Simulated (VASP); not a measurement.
A run of VASP 6.6.1:

The input INCAR:

```
SYSTEM = TiO2
PREC = Accurate
ENCUT = 600
EDIFF = 1E-6
ISMEAR = 0
SIGMA = 0.05
LREAL = .False.
LASPH = .True.
NELM = 120
ALGO = Normal
ISIF = 2
LWAVE = .False.
LCHARG = .False.
GGA = PS
NBANDS = 33
GGA_COMPAT = .False.
```

The input KPOINTS:

```
regular mesh
0
Gamma
  6 6 8
  0 0 0
```

File POSCAR:

```
TiO2
1.0
    4.6292221390      0.0000000000      0.0000000000
    0.0000000000      4.6292221390      0.0000000000
    0.0000000000      0.0000000000      2.9487756459
Ti O
2 4
Direct
    0.0000000000      0.0000000000      0.0000000000
    0.5000000000      0.5000000000      0.5000000000
    0.3052166035      0.3052166035      0.0000000000
    0.8052166035      0.1947833965      0.5000000000
    0.1947833965      0.8052166035      0.5000000000
    0.6947833965      0.6947833965      0.0000000000
```

Potentials or basis: VASP PAW PBE potentials, release 64 (Ti_sv, O).

Command:

```console
$ cat potpaw_PBE.64/Ti_sv/POTCAR potpaw_PBE.64/O/POTCAR > POTCAR
$ mpirun -np 1 vasp_std > vasp.out
```

Hardware: 1 thread of Intel Xeon 6975P-C, with other jobs on the host.

Estimate the wall time of this run.

Run time: 110 s on 1 thread of Intel Xeon 6975P-C (shared host), peak memory 0.25 GiB. Counts: scf iterations 16, k points 50.
